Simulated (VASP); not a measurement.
Here is a VASP 6.6.1 calculation.

INCAR

```
SYSTEM = Si16C17
PREC = Accurate
ENCUT = 520
EDIFF = 1E-6
ISMEAR = 0
SIGMA = 0.02
LREAL = Auto
LASPH = .TRUE.
NELM = 80
ALGO = Normal
ISIF = 2
LWAVE = .FALSE.
LCHARG = .FALSE.
GGA = PE
NBANDS = 88
```

The input KPOINTS:

```
Automatic mesh
0
Gamma
  2 2 2
  0.5 0.5 0.5
```

Contents of POSCAR:

```
Si16C17
1.0
    4.3797259441      4.3797259441      4.3797259441
   -4.3797259441      4.3797259441     -4.3797259441
   -4.3797259441     -4.3797259441      4.3797259441
Si C
16 17
Direct
    0.2619934784     -0.0002793958      0.0078764560
    0.2392148768      0.7377103663      0.2322041365
    0.5074867364      0.7509686264      0.0157316297
    0.2555606652      0.5112912758      0.5061975085
    0.5052882329      0.5008736366      0.2560158590
    0.7499882129      0.4884983175      0.0035183544
    0.2495555977      0.2564376923      0.7551506185
    0.4999164149      0.2561674361      0.4989089951
    0.7627016215      0.2521566242      0.2715505618
    0.0091403028      0.2427691712      0.0086261603
    0.4266410686     -0.0382972303      0.6684508807
    0.7485197222      0.0004509008      0.5171488751
    0.0057009656      0.0008248641      0.2596597692
    0.7643653597      0.7590994867      0.7654775835
   -0.0106256711      0.7437741050      0.4996511445
    0.0022571998      0.4984510400      0.7546579650
    0.5086090958      0.2532746029      0.2540389071
    0.4785573650     -0.0082053670      0.4616993060
    0.7568659893     -0.0007369576      0.2659122755
    0.5245145824      0.7710940981      0.7810249462
    0.7484382497      0.7485168732      0.5081287528
   -0.0019610739      0.7436701055      0.2526782657
    0.5034314233      0.4968916012      0.0052797113
    0.7521122544      0.4954078045      0.7551888900
    0.0070256680      0.5059879843      0.5124824437
    0.2600731490      0.5040479301      0.2560245090
    0.7791650246      0.2538048084      0.0372019202
    0.0026207831      0.2525554492      0.7591823815
    0.2559753095      0.2609246252      0.5095314060
    0.0204505987     -0.0007993435      0.0170347019
    0.2366906598     -0.0008793193      0.7474831187
    0.2513917387      0.7442139131     -0.0054149742
    0.6769919237      0.0253321181     -0.1543125791
```

Potentials or basis: VASP PAW PBE potentials, release 64 (Si, C).

Launch:

```console
$ cat potpaw_PBE.64/Si/POTCAR potpaw_PBE.64/C/POTCAR > POTCAR
$ mpirun -np 1 vasp_std > vasp.out
```

Question: Predict the pressure.

Answer: 4.9 GPa.

Question: Predict the largest force.

Answer: 0.025 eV/Å.

Question: What does it give for the band gap on the k mesh?

Answer: 1.01 eV.

Forces in eV/Å, atoms in the order of the input:
```
Si   0.001 -0.001 -0.002
Si  -0.003  0.003  0.007
Si   0.001 -0.004 -0.002
Si  -0.006  0.002  0.000
Si   0.001  0.002  0.001
Si   0.000  0.000  0.001
Si   0.002  0.002  0.001
Si   0.004 -0.005  0.003
Si   0.001  0.004 -0.002
Si  -0.001  0.000  0.005
Si  -0.007 -0.004 -0.002
Si   0.002 -0.001  0.001
Si   0.002  0.003  0.000
Si   0.000  0.002  0.000
Si   0.003  0.001  0.004
Si   0.002  0.003 -0.002
C    0.001  0.002 -0.001
C   -0.002  0.006 -0.003
C    0.001  0.003 -0.003
C    0.013 -0.008  0.004
C    0.001 -0.004  0.001
C    0.001  0.004  0.005
C    0.000  0.001 -0.001
C    0.003 -0.004 -0.001
C    0.002 -0.007 -0.001
C    0.004  0.007 -0.009
C   -0.021  0.012  0.000
C   -0.002 -0.002  0.000
C   -0.001 -0.001  0.007
C   -0.008 -0.005 -0.010
C   -0.004 -0.005  0.000
C   -0.003 -0.002  0.001
C    0.015 -0.005 -0.003
```
